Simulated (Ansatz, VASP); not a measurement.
Two plane-wave programs on Pb

```
CELL_PARAMETERS angstrom
3.18104 0.00000 0.00000
0.00000 3.18104 0.00000
0.00000 0.00000 3.18104
ATOMIC_POSITIONS crystal
Pb 0.00000 0.00000 0.00000
```

Alike in both runs: functional PBEsol; k mesh 13 × 13 × 13; occupations fermi-dirac, width 0.05 eV; no spin polarisation.

Ansatz relaxed the structure, and its values are those at the end. VASP's run is a single point on that final structure, the one shown.

|  | VASP | Ansatz |
| --- | --- | --- |
| version | VASP 6.6.1 | Ansatz 0.2.0 |
| potentials or method | VASP PAW PBE potentials, release 64 (Pb_d) | PAW with Ansatz's default frozen-core files, scalar-relativistic |
| plane-wave cutoff (eV) | 520 | 420 |
| valence electrons in the cell | 14 | 14 |

```tsv
	VASP	Ansatz	Ansatz less VASP
pressure (GPa)	-0.1	0.0	+0.07
```

VASP's potentials were made for PBE, not for PBEsol.

Spin-orbit coupling is off throughout.
